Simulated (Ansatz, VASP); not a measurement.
# Two plane-wave programs on SiGe3

```
Si Ge
1.0
     2.95373    0.00000    0.00000
     0.00000    2.95373    0.00000
     0.00000    0.00000    8.57042
Si Ge
1 3
Cartesian
  1.4769 1.4769 0.0000
  0.0000 0.0000 6.6764
  1.4769 1.4769 4.2852
  0.0000 0.0000 1.8940
```

Alike in both runs: functional PBE; k mesh 6 × 6 × 2; occupations gaussian, width 0.1 eV; no spin polarisation.

Ansatz relaxed the structure, and its values are those at the end. VASP's run is a single point on that final structure, the one shown.

|  | VASP | Ansatz |
| --- | --- | --- |
| version | VASP 6.6.1 | Ansatz 0.2.0 |
| potentials or method | VASP PAW PBE potentials, release 64 (Si, Ge_d), cutoff 520 eV | scalar-relativistic, plane waves, PAW |
| valence electrons in the cell | 46 | 46 |

```csv
,VASP,Ansatz,Ansatz less VASP
gap on the k mesh at the Fermi level (eV),none,none,-
pressure (GPa),-0.2,-0.2,-0.01
```

A gap of «none» marks a metal or a gap that the smearing closes. The functional is the same, so the differences come from potentials, cutoffs and numerics.

The k mesh is coarse, so the values compare programs but aren't converged.
